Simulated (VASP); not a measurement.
# NaBe5H (P6/mmm) in VASP: single point with PBE

Aim: the single point of NaBe5H with PBE.

All numbers are computed with VASP 6.6.1; they aren't measurements. Logs are shortened: lines on timing, memory, paths and dates and some standing lists are left out, and cuts for length are marked.

## Step 1: The cell of the first run

The structure is hexagonal, space group P6/mmm (No. 191). Conventional cell: a = 3.967 Å, b = 3.967 Å, c = 5.833 Å, α = 90.00°, β = 90.00°, γ = 120.00°. Within 2.5 Å of Na (site symmetry 6/mmm) lie 8 Be at 1.91 to 1.98 Å. Within 2.6 Å of Be (site symmetry mmm) lie 4 Be at 1.98 Å and 2 Na at 1.98 Å. Within 1.4 Å of Be (site symmetry 6mm) lie 1 H at 1.01 Å. Within 1.4 Å of H (site symmetry 6/mmm) lie 2 Be at 1.01 Å.

The cell was generated, and may not be a known phase.

## Step 2: Single point, PBE

INCAR

```
SYSTEM = NaBe5H
  PREC = Accurate
  ENCUT = 1130
  EDIFF = 1E-6
  ISMEAR = 0
  SIGMA = 0.1
  LREAL = .FALSE.
  LASPH = .TRUE.
  NELM = 120
  ALGO = Normal
  ISIF = 2
  LWAVE = .FALSE.
  LCHARG = .FALSE.
  GGA = PE
  NBANDS = 19
  GGA_COMPAT = .FALSE.
```

KPOINTS

```
regular mesh
0
G
  6 6 4
  0 0 0
```

POSCAR

```
NaBe5H
1.0
    3.9669567400      0.0000000000      0.0000000000
   -1.9834783700      3.4354853100      0.0000000000
    0.0000000000      0.0000000000      5.8325664900
Na Be H
1 5 1
Direct
    0.0000000000      0.0000000000      0.5000000000
    0.5000000000      0.0000000000      0.5000000000
    0.0000000000      0.5000000000      0.5000000000
    0.5000000000      0.5000000000      0.5000000000
    0.0000000000      0.0000000000      0.1724799600
    0.0000000000      0.0000000000      0.8275200400
    0.0000000000      0.0000000000      0.0000000000
```

Potentials or basis: VASP PAW PBE potentials, release 64 (Na_sv, Be, H).

Launch:

```sh
$ cat potpaw_PBE.64/Na_sv/POTCAR potpaw_PBE.64/Be/POTCAR potpaw_PBE.64/H/POTCAR > POTCAR
$ mpirun -np 1 vasp_std > vasp.out
```

OUTCAR:

```text
SYSTEM = NaBe5H
   PREC = Accurate
   ENCUT = 1130
   EDIFF = 1E-6
   ISMEAR = 0
   LREAL = .FALSE.
   LASPH = .TRUE.
   NELM = 120
   ISIF = 2
   GGA = PE

 ion  position               nearest neighbor table
   1  0.000  0.000  0.500-   5 1.91   6 1.91   3 1.98   4 1.98   3 1.98   4 1.98   2 1.98   2 1.98

   2  0.500  0.000  0.500-   3 1.98   4 1.98   4 1.98   3 1.98   1 1.98   1 1.98
   3  0.000  0.500  0.500-   1 1.98   2 1.98   1 1.98   2 1.98   4 1.98   4 1.98
   4  0.500  0.500  0.500-   1 1.98   2 1.98   2 1.98   1 1.98   3 1.98   3 1.98
   5  0.000  0.000  0.172-   7 1.01   1 1.91   6 2.01
   6  0.000  0.000  0.828-   7 1.01   1 1.91   5 2.01
   7  0.000  0.000  0.000-   5 1.01   6 1.01

  LATTYP: Found a hexagonal cell.
 ALAT       =     3.9669567400
 C/A-ratio  =     1.4702873947

  Lattice vectors:

 A1 = (   3.9669567400,   0.0000000000,   0.0000000000)
 A2 = (  -1.9834783700,   3.4354853100,   0.0000000000)
 A3 = (   0.0000000000,   0.0000000000,   5.8325664900)

Analysis of symmetry for initial positions (statically):
=====================================================================
 Subroutine PRICEL returns:
 Original cell was already a primitive cell.

 Routine SETGRP: Setting up the symmetry group for a
 hexagonal supercell.

 Subroutine GETGRP returns: Found 24 space group operations
 (whereof 24 operations were pure point group operations)
 out of a pool of 24 trial point group operations.

The static configuration has the point symmetry D_6h.

Analysis of symmetry for dynamics (positions and initial velocities):
=====================================================================
 Subroutine PRICEL returns:
 Original cell was already a primitive cell.

 Routine SETGRP: Setting up the symmetry group for a
 hexagonal supercell.

 Subroutine GETGRP returns: Found 24 space group operations
 (whereof 24 operations were pure point group operations)
 out of a pool of 24 trial point group operations.

The dynamic configuration has the point symmetry D_6h.

 Subroutine INISYM returns: Found 24 space group operations
 (whereof 24 operations are pure point group operations),
 and found     1 'primitive' translations

----------------------------------------------------------------------------------------

                                     Primitive cell

  volume of cell :      79.4887

  direct lattice vectors                    reciprocal lattice vectors
     3.966956740  0.000000000  0.000000000     0.252082406  0.145539845  0.000000000
    -1.983478370  3.435485310  0.000000000     0.000000000  0.291079690  0.000000000
     0.000000000  0.000000000  5.832566490     0.000000000  0.000000000  0.171451110

  length of vectors
     3.966956740  3.966956738  5.832566490     0.291079690  0.291079690  0.171451110

  position of ions in fractional coordinates (direct lattice)
     0.000000000  0.000000000  0.500000000
     0.500000000  0.000000000  0.500000000
     0.000000000  0.500000000  0.500000000
     0.500000000  0.500000000  0.500000000
     0.000000000  0.000000000  0.172479960
     0.000000000  0.000000000  0.827520040
     0.000000000  0.000000000  0.000000000

  ion indices of the primitive-cell ions
   primitive index   ion index
                 1           1
                 2           2
                 3           3
                 4           4
                 5           5
                 6           6
                 7           7

----------------------------------------------------------------------------------------

 KPOINTS: regular mesh

Automatic generation of k-mesh.
 Grid dimensions read from file:
 generate k-points for:    6    6    4

 Generating k-lattice:

  Cartesian coordinates                     Fractional coordinates (reciprocal lattice)
     0.042013734  0.024256641  0.000000000     0.166666667  0.000000000  0.000000000
     0.000000000  0.048513282  0.000000000     0.000000000  0.166666667  0.000000000
     0.000000000  0.000000000  0.042862778     0.000000000  0.000000000  0.250000000

  Length of vectors
     0.048513282  0.048513282  0.042862778

  Shift w.r.t. Gamma in fractional coordinates (k-lattice)
     0.000000000  0.000000000  0.000000000

 Subroutine IBZKPT returns following result:
 ===========================================

 Found     21 irreducible k-points:

 Following reciprocal coordinates:
            Coordinates               Weight
  0.000000  0.000000  0.000000      1.000000
  0.166667  0.000000  0.000000      6.000000
  0.333333  0.000000  0.000000      6.000000
  0.500000  0.000000  0.000000      3.000000
  0.166667  0.166667  0.000000      6.000000
  0.333333  0.166667  0.000000     12.000000
[... 13 lines left out ...]
  0.333333  0.166667  0.500000     12.000000
  0.333333  0.333333  0.500000      2.000000
   k-points           NKPTS =     21   k-points in BZ     NKDIM =     21   number of bands    NBANDS=     19
   number of dos      NEDOS =    301   number of ions     NIONS =      7
   total plane-waves  NPLWV = 147456
   dimension x,y,z NGX =    48 NGY =   48 NGZ =   64
   dimension x,y,z NGXF=    96 NGYF=   96 NGZF=  128
   ions per type =               1   5   1
   NGX,Y,Z   is equivalent  to a cutoff of  20.12, 20.12, 18.24 a.u.
   NGXF,Y,Z  is equivalent  to a cutoff of  40.23, 40.23, 36.48 a.u.
 SYSTEM =  NaBe5H
   PREC   = accura    normal or accurate (medium, high low for compatibility)
   ISTART =      0    job   : 0-new  1-cont  2-samecut
   ICHARG =      2    charge: 1-file 2-atom 10-const
   ISPIN  =      1    spin polarized calculation?
   LNONCOLLINEAR =      F non collinear calculations
   LSORBIT =      F    spin-orbit coupling
   LASPH  =      T    aspherical Exc in radial PAW
   ENCUT  = 1130.0 eV  83.05 Ry    9.11 a.u.  10.87 10.87 15.99*2*pi/ulx,y,z
   NELM   =    120;   NELMIN=  2; NELMDL= -5     # of ELM steps
   EDIFF  = 0.1E-05   stopping-criterion for ELM
   LREAL  =      F    real-space projection
   EDIFFG = 0.1E-04   stopping-criterion for IOM
   NSW    =      0    number of steps for IOM
   IBRION =     -1    ionic relax: 0-MD 1-quasi-New 2-CG
   NFREE  =      0    steps in history (QN), initial steepest desc. (CG)
   ISIF   =      2    stress and relaxation
   ISYM   =      2    0-nonsym 1-usesym 2-fastsym
   POTIM  = 0.5000    time-step for ionic-motion
   TEBEG  =    0.0;   TEEND  =   0.0 temperature during run
   PSTRESS=    0.0 pullay stress
   NELECT =      20.0000    total number of electrons
   NUPDOWN=      -1.0000    fix difference up-down
   EMIN   =  10.00;   EMAX   =-10.00  energy-range for DOS
   EFERMI =   0.00;   METHOD = LEGACY
   ISMEAR =     0;   SIGMA  =   0.10  broadening in eV -4-tet -1-fermi 0-gaus
   EFERMI_NEDOS =   21; number of points for ismear=-14 and -15
   IALGO  =     38    algorithm
   IMIX   =      4    mixing-type and parameters
     AMIX     =   0.40;   BMIX     =  1.00
     AMIX_MAG =   1.60;   BMIX_MAG =  1.00
  volume/ion in A,a.u.               =      11.36        76.63
  Fermi-wavevector in a.u.,A,eV,Ry     =   1.033514  1.953058 14.533082  1.068151
  Thomas-Fermi vector in A             =   2.167765
   LORBIT       =      0    0 simple, 1 ext, 2 COOP (PROOUT), +10 PAW based schemes
   GGA     = PE    functional components
   LHFCALC =     F    Hartree Fock is set to
   AEXX    =    0.0000 exact exchange contribution
   IVDW    =     0    specifies the selected vdW correction
   LEPSILON=     F    determine dielectric tensor
   LRPA    =     F    only Hartree local field effects (RPA)
 non-spin polarized calculation
 Gauss-broadening in eV      SIGMA  =   0.10
  energy-cutoff  :     1130.00
  volume of cell :       79.49
 maximum number of plane-waves:      6896
 NGX is ok and might be reduce to    48
   NGX = 21   NGY = 21   NGZ = 31

 number of electron      19.9999995 magnetization

 Free energy of the ion-electron system (eV)
  ---------------------------------------------------
  ext. energy  EPLUGINS =         0.00000000
  ---------------------------------------------------
  free energy    TOTEN  =        -6.06567439 eV

  energy without entropy =       -6.05154323  energy(sigma->0) =       -6.05860881

 E-fermi :   3.3402     XC(G=0):  -8.6739

 val. band max:        3.2843384226   @ k =   0.1667   0.0000   0.2500
 cond. band min:       3.3538972308   @ k =   0.3333   0.0000   0.5000
 fundamental gap:      0.0695588081
 Fermi energy:         3.3402204718

 k-point     1 :       0.0000    0.0000    0.0000
  band No.  band energies     occupation
      1     -50.2208      2.00000
      2     -22.3283      2.00000
      3     -22.3283      2.00000
      4     -22.2939      2.00000
      5      -6.7431      2.00000
      6      -4.2241      2.00000
[... 11 lines left out ...]
     18       9.0934      0.00000
     19       9.5989      0.00000

 k-point     2 :       0.1667    0.0000    0.0000
  band No.  band energies     occupation
      1     -50.2212      2.00000
      2     -22.3259      2.00000
      3     -22.3246      2.00000
      4     -22.2926      2.00000
      5      -6.6496      2.00000
      6      -3.9942      2.00000
[... 11 lines left out ...]
     18       9.4545      0.00000
     19      10.2264      0.00000

 k-point     3 :       0.3333    0.0000    0.0000
  band No.  band energies     occupation
      1     -50.2220      2.00000
      2     -22.3210      2.00000
      3     -22.3170      2.00000
      4     -22.2895      2.00000
      5      -6.4560      2.00000
      6      -3.2951      2.00000
[... 368 lines left out ...]
      1     -50.2223      2.00000
      2     -22.3176      2.00000
      3     -22.3141      2.00000
      4     -22.2884      2.00000
      5      -6.3491      2.00000
      6      -2.5418      2.00000
[... 11 lines left out ...]
     18       9.9183      0.00000
     19      10.7325      0.00000

 k-point    21 :       0.3333    0.3333    0.5000
  band No.  band energies     occupation
      1     -50.2225      2.00000
      2     -22.3143      2.00000
      3     -22.3143      2.00000
      4     -22.2877      2.00000
      5      -6.3060      2.00000
      6      -1.4664      2.00000
[... 11 lines left out ...]
     18       9.2210      0.00000
     19      12.5806      0.00000

------------------------ aborting loop because EDIFF is reached ----------------------------------------

  FORCE on cell =-STRESS in cart. coord.  units (eV):
  Direction    XX          YY          ZZ          XY          YZ          ZX
  --------------------------------------------------------------------------------------
  -------------------------------------------------------------------------------------
  Total       19.9981830     19.9981829     26.7459468      0.0000000      0.0000000      0.0000000
  in kB      403.0842798    403.0842792    539.0925122      0.0000000      0.0000000      0.0000000
  external PRESSURE =     448.4203571 kB  Pullay stress =       0.0000000 kB

 VOLUME and BASIS-vectors are now :
 -----------------------------------------------------------------------------
  energy-cutoff  :     1130.00
  volume of cell :       79.49
      direct lattice vectors                 reciprocal lattice vectors
     3.966956740  0.000000000  0.000000000     0.252082406  0.145539845  0.000000000
    -1.983478370  3.435485310  0.000000000     0.000000000  0.291079690  0.000000000
     0.000000000  0.000000000  5.832566490     0.000000000  0.000000000  0.171451110

 POSITION                                       TOTAL-FORCE (eV/Angst)
 -----------------------------------------------------------------------------------
      0.00000      0.00000      2.91628        -0.000000      0.000000      0.000000
      1.98348      0.00000      2.91628        -0.000000      0.000000      0.000000
     -0.99174      1.71774      2.91628        -0.000000      0.000000      0.000000
      0.99174      1.71774      2.91628        -0.000000      0.000000      0.000000
      0.00000      0.00000      1.00600         0.000000      0.000000      7.173232
      0.00000      0.00000      4.82657        -0.000000     -0.000000     -7.173232
      0.00000      0.00000      0.00000        -0.000000      0.000000      0.000000
 -----------------------------------------------------------------------------------
    total drift:                                0.000000      0.000000     -0.000000

  FREE ENERGIE OF THE ION-ELECTRON SYSTEM (eV)
  ---------------------------------------------------
  free  energy   TOTEN  =        -6.0656743898 eV

  energy  without entropy=       -6.0515432260  energy(sigma->0) =       -6.05860881
```

Run time: 3.5 min. Hardware: 1 thread of Intel Xeon 6975P-C (Granite Rapids), shared host; peak memory 0.42 GiB.

Results:

| Item | Value |
| --- | --- |
| Free energy | -6.0657 eV |
| Pressure | 44.8 GPa |
| Largest force | 7.173 eV/Å |
| Band gap on the k mesh | zero (bands 10 and 11 overlap by 1.04 eV) |

Forces on the atoms (eV/Å):
```
Na   0.000  0.000  0.000
Be   0.000  0.000  0.000
Be   0.000  0.000  0.000
Be   0.000  0.000  0.000
Be   0.000  0.000  7.173
Be   0.000  0.000 -7.173
H    0.000  0.000  0.000
```

Caveat: the stress differs along the axes, from 40 to 54 GPa; forces of over 1 eV/Å act on the atoms, so gaps and moduli don't describe the material at rest.

The gap in the log of VASP goes by the Fermi energy; the results here count the filled bands.